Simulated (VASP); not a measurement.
# Re (Im-3m) in VASP: further runs

Runs on Re. Level: RPBE. Tasks: single point.

Everything below comes from runs of VASP 6.6.1. Logs are shortened: lines on timing, memory, paths and dates and some standing lists are left out, and cuts for length are marked.

## Step 1: The cell of the first run

It takes space group Im-3m (No. 229, cubic). The conventional cell has a = 3.125 Å, b = 3.125 Å, c = 3.125 Å, α = 90.00°, β = 90.00°, γ = 90.00°. Re (site symmetry m-3m) has 14 Re at 2.71 to 3.12 Å within 3.6 Å.

This isn't the form of Re at room conditions, which is hcp.

## Step 2: Single point, RPBE (15.25 Å³/atom)

INCAR

```
SYSTEM = Re
PREC     = Accurate       ! precision mode
ENCUT    = 600            ! plane-wave cutoff, eV
EDIFF    = 1E-6           ! SCF threshold, eV
ISMEAR   = -1             ! smearing method
SIGMA    = 0.1            ! smearing width, eV
LREAL    = .False.        ! projectors in reciprocal space
LASPH    = .True.         ! aspherical terms in the spheres
NELM     = 120            ! most SCF steps
ALGO     = Normal         ! electronic algorithm
ISIF     = 2              ! what is computed and relaxed
LWAVE    = .False.        ! write WAVECAR
LCHARG   = .True.         ! write CHGCAR
GGA      = RP             ! functional
LELF     = .True.         ! ELF
LVHAR    = .True.       
NBANDS   = 10             ! bands
GGA_COMPAT= .False.
```

KPOINTS

```
Automatic mesh
0
Gamma
  16 16 16
  0 0 0
```

POSCAR

```
Re
1.0
   -1.5623284105      1.5623284105      1.5623284105
    1.5623284105     -1.5623284105      1.5623284105
    1.5623284105      1.5623284105     -1.5623284105
Re
1
Direct
    0.0000000000      0.0000000000      0.0000000000
```

Potentials or basis: VASP PAW PBE potentials, release 64 (Re).

Launch:

```sh
$ cat potpaw_PBE.64/Re/POTCAR > POTCAR
$ mpirun -np 1 vasp_std > vasp.out
```

OUTCAR:

```text
SYSTEM = Re
   PREC = Accurate
   ENCUT = 600
   EDIFF = 1E-6
   ISMEAR = -1
   LREAL = .False.
   LASPH = .True.
   NELM = 120
   ISIF = 2
   GGA = RP

 ion  position               nearest neighbor table
   1  0.000  0.000  0.000-

  LATTYP: Found a body centered cubic cell.
 ALAT       =     3.1246568210

  Lattice vectors:

 A1 = (  -1.5623284105,   1.5623284105,   1.5623284105)
 A2 = (   1.5623284105,  -1.5623284105,   1.5623284105)
 A3 = (   1.5623284105,   1.5623284105,  -1.5623284105)

Analysis of symmetry for initial positions (statically):
=====================================================================
 Subroutine PRICEL returns:
 Original cell was already a primitive cell.

 Routine SETGRP: Setting up the symmetry group for a
 body centered cubic supercell.

 Subroutine GETGRP returns: Found 48 space group operations
 (whereof 48 operations were pure point group operations)
 out of a pool of 48 trial point group operations.

The static configuration has the point symmetry O_h .

Analysis of symmetry for dynamics (positions and initial velocities):
=====================================================================
 Subroutine PRICEL returns:
 Original cell was already a primitive cell.

 Routine SETGRP: Setting up the symmetry group for a
 body centered cubic supercell.

 Subroutine GETGRP returns: Found 48 space group operations
 (whereof 48 operations were pure point group operations)
 out of a pool of 48 trial point group operations.

The dynamic configuration has the point symmetry O_h .

 Subroutine INISYM returns: Found 48 space group operations
 (whereof 48 operations are pure point group operations),
 and found     1 'primitive' translations

----------------------------------------------------------------------------------------

                                     Primitive cell

  volume of cell :      15.2538

  direct lattice vectors                    reciprocal lattice vectors
    -1.562328410  1.562328410  1.562328410     0.000000000  0.320035145  0.320035145
     1.562328410 -1.562328410  1.562328410     0.320035145  0.000000000  0.320035145
     1.562328410  1.562328410 -1.562328410     0.320035145  0.320035145  0.000000000

  length of vectors
     2.706032185  2.706032185  2.706032185     0.452598043  0.452598043  0.452598043

  position of ions in fractional coordinates (direct lattice)
     0.000000000  0.000000000  0.000000000

  ion indices of the primitive-cell ions
   primitive index   ion index
                 1           1

----------------------------------------------------------------------------------------

 KPOINTS: Automatic mesh

Automatic generation of k-mesh.
 Grid dimensions read from file:
 generate k-points for:   16   16   16

 Generating k-lattice:

  Cartesian coordinates                     Fractional coordinates (reciprocal lattice)
     0.000000000  0.020002197  0.020002197     0.062500000  0.000000000  0.000000000
     0.020002197  0.000000000  0.020002197     0.000000000  0.062500000  0.000000000
     0.020002197  0.020002197  0.000000000     0.000000000  0.000000000  0.062500000

  Length of vectors
     0.028287378  0.028287378  0.028287378

  Shift w.r.t. Gamma in fractional coordinates (k-lattice)
     0.000000000  0.000000000  0.000000000

 Subroutine IBZKPT returns following result:
 ===========================================

 Found    145 irreducible k-points:

 Following reciprocal coordinates:
            Coordinates               Weight
  0.000000  0.000000  0.000000      1.000000
  0.062500  0.000000  0.000000     12.000000
  0.125000  0.000000  0.000000     12.000000
  0.187500  0.000000  0.000000     12.000000
  0.250000  0.000000  0.000000     12.000000
  0.312500  0.000000  0.000000     12.000000
[... 16 lines left out ...]
  0.187500  0.187500  0.000000     24.000000
  0.250000  0.187500  0.000000     48.000000
 [... further k-points ...]
   k-points           NKPTS =    145   k-points in BZ     NKDIM =    145   number of bands    NBANDS=     10
   number of dos      NEDOS =    301   number of ions     NIONS =      1
   total plane-waves  NPLWV =  13824
   dimension x,y,z NGX =    24 NGY =   24 NGZ =   24
   dimension x,y,z NGXF=    48 NGYF=   48 NGZF=   48
   ions per type =               1
   NGX,Y,Z   is equivalent  to a cutoff of  14.74, 14.74, 14.74 a.u.
   NGXF,Y,Z  is equivalent  to a cutoff of  29.49, 29.49, 29.49 a.u.
 SYSTEM =  Re
   PREC   = accura    normal or accurate (medium, high low for compatibility)
   ISTART =      0    job   : 0-new  1-cont  2-samecut
   ICHARG =      2    charge: 1-file 2-atom 10-const
   ISPIN  =      1    spin polarized calculation?
   LNONCOLLINEAR =      F non collinear calculations
   LSORBIT =      F    spin-orbit coupling
   LASPH  =      T    aspherical Exc in radial PAW
   ENCUT  =  600.0 eV  44.10 Ry    6.64 a.u.   5.40  5.40  5.40*2*pi/ulx,y,z
   NELM   =    120;   NELMIN=  2; NELMDL= -5     # of ELM steps
   EDIFF  = 0.1E-05   stopping-criterion for ELM
   LREAL  =      F    real-space projection
   EDIFFG = 0.1E-04   stopping-criterion for IOM
   NSW    =      0    number of steps for IOM
   IBRION =     -1    ionic relax: 0-MD 1-quasi-New 2-CG
   NFREE  =      0    steps in history (QN), initial steepest desc. (CG)
   ISIF   =      2    stress and relaxation
   ISYM   =      2    0-nonsym 1-usesym 2-fastsym
   POTIM  = 0.5000    time-step for ionic-motion
   TEBEG  =    0.0;   TEEND  =   0.0 temperature during run
   PSTRESS=    0.0 pullay stress
   NELECT =       7.0000    total number of electrons
   NUPDOWN=      -1.0000    fix difference up-down
   EMIN   =  10.00;   EMAX   =-10.00  energy-range for DOS
   EFERMI =   0.00;   METHOD = LEGACY
   ISMEAR =    -1;   SIGMA  =   0.10  broadening in eV -4-tet -1-fermi 0-gaus
   EFERMI_NEDOS =   21; number of points for ismear=-14 and -15
   IALGO  =     38    algorithm
   IMIX   =      4    mixing-type and parameters
     AMIX     =   0.40;   BMIX     =  1.00
     AMIX_MAG =   1.60;   BMIX_MAG =  1.00
  volume/ion in A,a.u.               =      15.25       102.94
  Fermi-wavevector in a.u.,A,eV,Ry     =   1.262744  2.386239 21.694781  1.594521
  Thomas-Fermi vector in A             =   2.396136
   LORBIT       =      0    0 simple, 1 ext, 2 COOP (PROOUT), +10 PAW based schemes
   GGA     = RP    functional components
   LHFCALC =     F    Hartree Fock is set to
   AEXX    =    0.0000 exact exchange contribution
   IVDW    =     0    specifies the selected vdW correction
   LEPSILON=     F    determine dielectric tensor
   LRPA    =     F    only Hartree local field effects (RPA)
 non-spin polarized calculation
  energy-cutoff  :      600.00
  volume of cell :       15.25
 maximum number of plane-waves:       532
 NGX is ok and might be reduce to    24
   NGX = 11   NGY = 11   NGZ = 11

 number of electron       7.0000000 magnetization

 Free energy of the ion-electron system (eV)
  ---------------------------------------------------
  ext. energy  EPLUGINS =         0.00000000
  ---------------------------------------------------
  free energy    TOTEN  =       -11.53192452 eV

  energy without entropy =      -11.49670562  energy(sigma->0) =      -11.51431507

 E-fermi :   8.3980     XC(G=0): -13.5047

 val. band max:        8.3968125604   @ k =  -0.3750   0.5000   0.0625
 cond. band min:       8.3986313410   @ k =   0.1875   0.0625   0.0000
 fundamental gap:      0.0018187806
 Fermi energy:         8.3979958439

 k-point     1 :       0.0000    0.0000    0.0000
  band No.  band energies     occupation
      1      -2.0744      2.00000
      2       5.8268      2.00000
      3       5.8269      2.00000
      4       5.8269      2.00000
      5       9.1697      0.00089
      6       9.1697      0.00089
      7      23.8735      0.00000
      8      23.8735      0.00000
      9      23.8735      0.00000
     10      35.5062      0.00000

 k-point     2 :       0.0625    0.0000    0.0000
  band No.  band energies     occupation
      1      -1.8900      2.00000
      2       5.7244      2.00000
      3       5.8105      2.00000
      4       6.0032      2.00000
      5       9.0171      0.00409
      6       9.1747      0.00085
      7      24.0132      0.00000
      8      24.1832      0.00000
      9      24.2523      0.00000
     10      33.8205      0.00000

 k-point     3 :       0.1250    0.0000    0.0000
  band No.  band energies     occupation
      1      -1.3606      2.00000
      2       5.4447      2.00000
      3       5.7287      2.00000
      4       6.5244      2.00000
      5       8.7052      0.08856
      6       9.1973      0.00068
      7      24.3108      0.00000
      8      25.0802      0.00000
      9      25.1233      0.00000
     10      31.7478      0.00000

 k-point     4 :       0.1875    0.0000    0.0000
  band No.  band energies     occupation
      1      -0.5692      2.00000
      2       5.0548      2.00000
      3       5.5477      2.00000
      4       7.3652      1.99993
      5       8.5169      0.46699
      6       9.2548      0.00038
      7      24.3273      0.00000
      8      25.5610      0.00000
      9      26.4831      0.00000
     10      30.6010      0.00000

 k-point     5 :       0.2500    0.0000    0.0000
  band No.  band energies     occupation
      1       0.3038      2.00000
      2       4.6318      2.00000
      3       5.4178      2.00000
      4       8.4779      0.62046
      5       8.5809      0.27675
      6       9.3617      0.00013
      7      23.5953      0.00000
      8      24.4549      0.00000
      9      28.2846      0.00000
     10      30.9435      0.00000

 k-point     6 :       0.3125    0.0000    0.0000
  band No.  band energies     occupation
      1       0.9580      2.00000
      2       4.2416      2.00000
      3       5.6997      2.00000
      4       8.8134      0.03090
      5       9.5161      0.00003
      6       9.7794      0.00000
      7      22.4119      0.00000
      8      22.4244      0.00000
      9      29.8877      0.00000
     10      30.3580      0.00000
[... 183 lines left out ...]
 k-point    21 :       0.3750    0.1250    0.0000
  band No.  band energies     occupation
      1       1.7242      2.00000
      2       3.8600      2.00000
      3       6.6065      2.00000
      4       8.9345      0.00931
      5      10.1660      0.00000
      6      13.2574      0.00000
      7      18.1558      0.00000
      8      21.3268      0.00000
      9      24.7169      0.00000
     10      31.7104      0.00000

 k-point    22 :       0.4375    0.1250    0.0000
  band No.  band energies     occupation
      1       1.6987      2.00000
      2       3.8044      2.00000
      3       7.0041      2.00000
      4       8.9095      0.01194
      5      10.3605      0.00000
      6      13.7702      0.00000
      7      17.4279      0.00000
      8      21.0396      0.00000
      9      24.2799      0.00000
     10      31.7656      0.00000

 k-point    23 :       0.1875    0.1875    0.0000
  band No.  band energies     occupation
      1       1.5710      2.00000
      2       4.4209      2.00000
      3       4.7370      2.00000
      4       8.3069      1.42643
      5       9.8138      0.00000
      6      10.6376      0.00000
      7      22.0229      0.00000
      8      24.3313      0.00000
      9      26.5652      0.00000
     10      27.9857      0.00000

 k-point    24 :       0.2500    0.1875    0.0000
  band No.  band energies     occupation
      1       2.1165      2.00000
      2       4.1567      2.00000
      3       4.9854      2.00000
      4       8.5430      0.37987
      5       9.9058      0.00000
      6      12.1765      0.00000
      7      20.2395      0.00000
      8      23.1661      0.00000
      9      25.3081      0.00000
     10      29.0576      0.00000

 [... further k-points ...]

------------------------ aborting loop because EDIFF is reached ----------------------------------------

  FORCE on cell =-STRESS in cart. coord.  units (eV):
  Direction    XX          YY          ZZ          XY          YZ          ZX
  --------------------------------------------------------------------------------------
  -------------------------------------------------------------------------------------
  Total       -0.0294514     -0.0294514     -0.0294514      0.0000000      0.0000000     -0.0000000
  in kB       -3.0934215     -3.0934215     -3.0934215      0.0000000      0.0000000     -0.0000000
  external PRESSURE =      -3.0934215 kB  Pullay stress =       0.0000000 kB

 VOLUME and BASIS-vectors are now :
 -----------------------------------------------------------------------------
  energy-cutoff  :      600.00
  volume of cell :       15.25
      direct lattice vectors                 reciprocal lattice vectors
    -1.562328410  1.562328410  1.562328410     0.000000000  0.320035145  0.320035145
     1.562328410 -1.562328410  1.562328410     0.320035145  0.000000000  0.320035145
     1.562328410  1.562328410 -1.562328410     0.320035145  0.320035145  0.000000000

 POSITION                                       TOTAL-FORCE (eV/Angst)
 -----------------------------------------------------------------------------------
      0.00000      0.00000      0.00000         0.000000     -0.000000      0.000000
 -----------------------------------------------------------------------------------
    total drift:                                0.000000      0.000000     -0.000000

  FREE ENERGIE OF THE ION-ELECTRON SYSTEM (eV)
  ---------------------------------------------------
  free  energy   TOTEN  =       -11.5319245163 eV

  energy  without entropy=      -11.4967056210  energy(sigma->0) =      -11.51431507
```

It took 12 s on 1 thread of Intel Xeon Platinum 8488C (Sapphire Rapids), shared host; peak memory 0.16 GiB.

Results:

| Property | Result |
| --- | --- |
| Free energy | -11.5319 eV |
| Pressure | -0.3 GPa |
| Band gap on the k mesh | zero (an odd number of electrons rules out a gap without spin polarisation) |

Levels at points of the mesh, in eV from the Fermi level:
| k point | band 1 | band 2 | band 3 | band 4 | band 5 | band 6 | band 7 |
| --- | --- | --- | --- | --- | --- | --- | --- |
| (0.00, 0.00, 0.00) | -10.47 | -2.57 | -2.57 | -2.57 | 0.77 | 0.77 | 15.48 |
| (0.50, 0.00, 0.00) | -7.20 | -4.73 | -0.06 | 0.64 | 1.50 | 4.27 | 9.60 |
| (0.50, 0.50, 0.50) | -6.77 | -6.77 | 3.39 | 3.39 | 3.39 | 7.77 | 7.77 |

Caveat: the PAW data sets were made with another functional, which shifts forces and pressure a little; spin-orbit coupling is left out, which moves the levels of the heavy elements.

(Part 1 of 2 ends here.)

The gap in the log of VASP goes by the Fermi energy; the results here count the filled bands.